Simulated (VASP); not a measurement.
AgAs, 4 atoms in the cell. It takes space group Pm (No. 6, monoclinic). Conventional cell: a = 4.991 Å, b = 2.961 Å, c = 5.173 Å, α = 90.00°, β = 90.00°, γ = 90.00°. Within 3.9 Å of Ag (site symmetry m) lie 4 Ag at 2.96 to 3.02 Å and 8 As at 2.98 to 3.03 Å. Within 3.8 Å of Ag (site symmetry m) lie 8 As at 2.87 to 3.20 Å and 4 Ag at 2.96 to 3.02 Å. As (site symmetry m) has 4 As at 2.86 to 3.19 Å and 8 Ag at 2.98 to 3.03 Å within 3.8 Å. Within 3.8 Å of As (site symmetry m) lie 4 As at 2.86 to 3.19 Å and 8 Ag at 2.87 to 3.20 Å. 

| Quantity | Value |
| --- | --- |
| Program | VASP 6.6.1 |
| Task | single point |
| Functional | PBE |
| Potentials or basis | VASP PAW PBE potentials, release 64 (Ag, As) |
| Cutoff | 520 eV |
| k mesh | 4 × 7 × 4 |
| Occupations | fermi-dirac, width 0.1 eV |
| Spin | no spin polarisation |
| Dipole correction | no |
| Further INCAR settings | ALGO = Normal; EDIFF = 1e-06; NBANDS = 24 |

Potentials or basis: VASP PAW PBE potentials, release 64 (Ag, As).

Run with:

```bash
$ cat potpaw_PBE.64/Ag/POTCAR potpaw_PBE.64/As/POTCAR > POTCAR
$ mpirun -np 1 vasp_std > vasp.out
```

Hardware: 1 thread of Intel Xeon 8259CL, with other jobs on the host.

Q: How long does it take, and how much memory?

A: It took 84 s on 1 thread of Intel Xeon 8259CL, with other jobs on the host, peak memory 0.22 GiB. Counts: scf iterations 12, k points 40.
